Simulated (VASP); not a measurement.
Set up this calculation in VASP 6.6.1, as the native input.

| Property | Result |
| --- | --- |
| Task | single point |
| Functional | PBE |
| Potentials or basis | VASP PAW PBE potentials, release 64 (Ag, Cl) |
| Cutoff | 520 eV |
| k mesh | 2 × 2 × 2 |
| Occupations | fermi-dirac, width 0.069 eV |
| Spin | no spin polarisation |
| Dipole correction | no |
| Further INCAR settings | LREAL = Auto; ALGO = Normal; EDIFF = 1e-07; NBANDS = 86 |

The structure of AgCl lies in POSCAR:

```
AgCl
1.0
    0.0000000000      5.5463451273      5.5463451273
    5.5463451273      0.0000000000      5.5463451273
    5.5463451273      5.5463451273      0.0000000000
Ag Cl
8 8
Direct
    0.0320334375     -0.0150312500      0.0115042426
   -0.0258903831      0.0558535383      0.4778896623
   -0.0133594283      0.5189787029      0.0127741780
   -0.0110420464      0.5139429542      0.4989848155
    0.5242103463     -0.0111962921     -0.0263022759
    0.4946947831     -0.0271290366      0.5453852818
    0.4887164318      0.4701182383      0.0307204107
    0.5096274096      0.5220357611      0.4890967723
    0.2320002579      0.2504286099      0.2891176916
    0.2237853887      0.2597981133      0.7311294027
    0.2778243987      0.7127744324      0.2427225441
    0.1748235059      0.7619665569      0.7817073046
    0.7777810253      0.2852656955      0.2263193096
    0.7065517760      0.2461925770      0.7729706503
    0.7269572858      0.7858463366      0.2347475626
    0.7444684572      0.7408680682      0.7576694027
```

The input as run:

INCAR

```
PREC = Accurate
ENCUT = 520
EDIFF = 1E-7
ISMEAR = -1
SIGMA = 0.069
LREAL = Auto
LASPH = True
NELM = 100
ALGO = Normal
ISIF = 2
LWAVE = False
LCHARG = False
GGA = PE
NBANDS = 86
```

KPOINTS

```
regular mesh
0
Gamma
  2 2 2
```

Potentials or basis: VASP PAW PBE potentials, release 64 (Ag, Cl).

The run is started by

```bash
$ cat potpaw_PBE.64/Ag/POTCAR potpaw_PBE.64/Cl/POTCAR > POTCAR
$ mpirun -np 1 vasp_std > vasp.out
```

It gave:

```json
{
 "Pressure": "3.8 GPa",
 "Largest force": "1.003 eV/Å",
 "Band gap on the k mesh": "0.87 eV (least direct gap 0.96 eV)"
}
```

Caveat: the k points lie up to 0.49 Å⁻¹ apart; the atoms stand as in a frame of molecular dynamics; forces of over 1 eV/Å act on the atoms, so gaps and moduli don't describe the material at rest.

It took 3 min on 1 thread of Intel(R) Xeon(R) 6975P-C (Granite Rapids), with other jobs on the host, peak memory 0.54 GiB.
